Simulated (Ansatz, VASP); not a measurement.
This is a calculation of CdTe for Ansatz 0.2.0.

The input input.yaml:

```yaml
crystal:
  lattice:
    - [0.0, 3.1834892848, 3.1834892848]
    - [3.1834892848, 0.0, 3.1834892848]
    - [3.1834892848, 3.1834892848, 0.0]
  atoms:
    - { symbol: Te, position: [0.75, 0.75, 0.75] }
    - { symbol: Cd, position: [0.0, 0.0, 0.0] }
hamiltonian:
  xc: r2scan
  pseudopotentials: { kind: paw }
  dispersion: d3bj
kpoints:
  mp_grid: { grid: [7, 7, 7] }
scf:
  occupations: { method: fermi_dirac, width: 0.05 }
output:
  forces: true
  stress: true
  eigenvalues: true
```

Potentials or basis: Ansatz PAW.

Command:

```sh
$ ansatz run input.yaml --threads 2 --pin off --max-ram 5120MiB --backend cpu --events-out ev --progress --plain --runs-dir out
```

Q: Set up the same calculation for VASP 6.6.1. Potentials there: VASP PAW PBE potentials, release 64 (Te, Cd).

A: As run (the cutoff follows the program's own potentials):

POSCAR

```
CdTe
1.0
    0.0000000000      3.1834892848      3.1834892848
    3.1834892848      0.0000000000      3.1834892848
    3.1834892848      3.1834892848      0.0000000000
Te Cd
1 1
Direct
    0.7500000000      0.7500000000      0.7500000000
    0.0000000000      0.0000000000      0.0000000000
```

Contents of INCAR.step1:

```
PREC = Accurate
ENCUT = 520
ISMEAR = -1
SIGMA = 0.05
LREAL = F
LASPH = T
NELM = 80
NBANDS = 16
GGA = PE
ALGO = Normal
EDIFF = 1E-4
LWAVE = T
LCHARG = F
```

File INCAR.step2:

```
PREC = Accurate
ENCUT = 520
EDIFF = 1E-6
ISMEAR = -1
SIGMA = 0.05
LREAL = F
LASPH = T
NELM = 80
ALGO = Normal
ISIF = 2
LWAVE = F
LCHARG = T
METAGGA = R2SCAN
LMIXTAU = T
IVDW = 12
VDW_S6 = 1.0
VDW_S8 = 0.78981345
VDW_A1 = 0.49484001
VDW_A2 = 5.73083694
LELF = T
LVHAR = T
NBANDS = 16
ISTART = 1
```

File KPOINTS:

```
Automatic mesh
0
Gamma
  7 7 7
```

Potentials or basis: VASP PAW PBE potentials, release 64 (Te, Cd).

Launch:

```console
$ cat potpaw_PBE.64/Te/POTCAR potpaw_PBE.64/Cd/POTCAR > POTCAR
$ cp INCAR.step1 INCAR
$ mpirun -np 1 vasp_std > vasp.out
$ cp INCAR.step2 INCAR
$ mpirun -np 1 vasp_std > vasp.out
```

Both were run:

|  | VASP | Ansatz | Ansatz less VASP |
| --- | --- | --- | --- |
| gap on the k mesh at the Fermi level (eV) | 1.45 | 1.45 | +0.003 |
| least direct gap on the mesh (eV) | 1.45 | 1.45 | +0.003 |
| pressure (GPa) | 3.7 | 3.5 | -0.16 |

VASP's potentials were made for PBE, not for r2SCAN. VASP's potentials hold 18 valence electrons a cell and Ansatz's 36, so a difference there can come from the potentials and not from the codes.

Neither program's run includes spin-orbit coupling. Noted on Ansatz's run: odd divisions of the mesh miss points on the zone boundary, where band edges often lie, so the gap on the mesh can be too wide.
